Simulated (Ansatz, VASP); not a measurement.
## One calculation of Ag, two programs

```
Ag
1.0
     0.00000    2.14526    2.04310
     2.14526    0.00000    2.04310
     2.14526    2.14526    0.00000
Ag
1
Direct
  0.00000 0.00000 0.00000
```

Change from the starting cell: strain +0.050 along x and y, +0.000 along z, atoms carried along.

Alike in both runs: task single point; functional PBE; k mesh 20 × 20 × 20; occupations gaussian, width 0.15 eV; no spin polarisation.

```csv
,VASP,Ansatz
version,VASP 6.6.1,Ansatz 0.2.0
potentials or method,"VASP PAW PBE potentials, release 64 (Ag), cutoff 520 eV","scalar-relativistic, plane waves, PAW"
valence electrons in the cell,11,19
```

```csv
,VASP,Ansatz,Ansatz less VASP
gap on the k mesh at the Fermi level (eV),none,none,-
pressure (GPa),-4.2,-4.1,+0.07
"traceless stress, the component that is largest in VASP (GPa)",0.82,0.83,+0.005
```

A gap of «none» marks a metal or a gap that the smearing closes. VASP's potentials hold 11 valence electrons a cell and Ansatz's 19, so a difference there can come from the potentials and not from the codes.
